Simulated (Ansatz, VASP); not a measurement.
# Two plane-wave programs on Cu

```
Cu
1.0
     2.55088    0.00000    0.00000
    -1.27544    2.20913    0.00000
     0.00000    0.00000    4.13981
Cu
2
Direct
  0.66667 0.33333 0.75000
  0.33333 0.66667 0.25000
```

Alike in both runs: task single point; functional PBEsol; k mesh 12 × 12 × 7; occupations fermi-dirac, width 0.05 eV; no spin polarisation.

|  | VASP | Ansatz |
| --- | --- | --- |
| version | VASP 6.6.1 | Ansatz 0.2.0 |
| potentials or method | VASP PAW PBE potentials, release 64 (Cu) | Ansatz PAW |
| plane-wave cutoff (eV) | 520 | 420 |
| valence electrons in the cell | 22 | 38 |

VASP gave:

| Item | Value |
| --- | --- |
| gap on the k mesh at the Fermi level (eV) | none |
| pressure (GPa) | -3.7 |
| traceless stress, the component that is largest in VASP (GPa) | 0.13 |

Task: Which values does Ansatz return?

Result: gap on the k mesh at the Fermi level (eV): none; pressure (GPa): -4.4; traceless stress, the component that is largest in VASP (GPa): 0.20.

VASP's potentials were made for PBE, not for PBEsol. A gap of «none» marks a metal or a gap that the smearing closes. The functional is the same, so the differences come from potentials, cutoffs and numerics. VASP's potentials hold 22 valence electrons a cell and Ansatz's 38, so a difference there can come from the potentials and not from the codes.
